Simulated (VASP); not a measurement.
CdSe, 2 atoms in the cell. It takes space group F-43m (No. 216, cubic). The conventional cell has a = 5.968 Å, b = 5.968 Å, c = 5.968 Å, α = 90.00°, β = 90.00°, γ = 90.00°. Within 3.4 Å of Cd (site symmetry -43m) lie 4 Se at 2.58 Å. Se (site symmetry -43m) has 4 Cd at 2.58 Å within 3.4 Å. 

```yaml
Program: VASP 6.6.1
Task: single point
Functional: PBE
Potentials_or_basis: VASP PAW PBE potentials, release 64 (Cd, Se)
Cutoff: 520 eV
k_mesh: 10 × 10 × 10
Occupations: gaussian, width 0.05 eV
Spin: no spin polarisation
Dipole_correction: no
Further_INCAR_settings: ALGO = Normal; EDIFF = 1e-07; NBANDS = 16
```

Potentials or basis: VASP PAW PBE potentials, release 64 (Cd, Se).

Launch:

```bash
$ cat potpaw_PBE.64/Cd/POTCAR potpaw_PBE.64/Se/POTCAR > POTCAR
$ mpirun -np 1 vasp_std > vasp.out
```

Hardware: 1 thread of Intel Xeon 8259CL (shared host).

Q: Estimate the wall time of this run.

A: It took 38 s on 1 thread of Intel Xeon 8259CL, on a shared host, peak memory 0.2 GiB. Counts: scf iterations 14, k points 47.
